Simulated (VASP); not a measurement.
A run of VASP 6.6.1:

Contents of INCAR:

```
SYSTEM = HPbNO4
PREC = Accurate
ENCUT = 520
EDIFF = 1E-7
ISMEAR = -1
SIGMA = 0.05
LREAL = .FALSE.
LASPH = .TRUE.
NELM = 100
ALGO = Normal
ISIF = 2
LWAVE = .FALSE.
LCHARG = .FALSE.
GGA = RP
NBANDS = 31
```

The input KPOINTS:

```
Automatic mesh
0
G
  7 6 5
  0 0 0
```

Contents of POSCAR:

```
HPbNO4
1.0
    3.8570700000      0.0017800000     -0.0365800000
    0.1735300000      4.3343600000     -0.0164700000
    0.7580300000      0.8387300000      5.8766200000
H Pb N O
1 1 1 4
Direct
    0.6151100000      0.8955900000      0.1984400000
    0.6459700000      0.4465100000      0.9168500000
    0.7147400000      0.2381000000      0.5005800000
    0.1695800000      0.4700700000      0.7776800000
    0.6291900000      0.9704500000      0.4984500000
    0.5642400000      0.9258300000      0.0384900000
    0.7802200000      0.4225000000      0.3195100000
```

Potentials or basis: VASP PAW PBE potentials, release 64 (H, Pb_d, N, O).

The run is started by

```sh
$ cat potpaw_PBE.64/H/POTCAR potpaw_PBE.64/Pb_d/POTCAR potpaw_PBE.64/N/POTCAR potpaw_PBE.64/O/POTCAR > POTCAR
$ mpirun -np 1 vasp_std > vasp.out
```

Hardware: 1 thread of AMD EPYC 7R43 64-Core Processor (Zen 3), with other jobs on the host.

Task: Estimate the wall time of this run.

Result: Run time: 6 min on 1 thread of AMD EPYC 7R43 64-Core Processor (Zen 3), on a shared host, peak memory 0.39 GiB. Counts: scf iterations 18, k points 106.
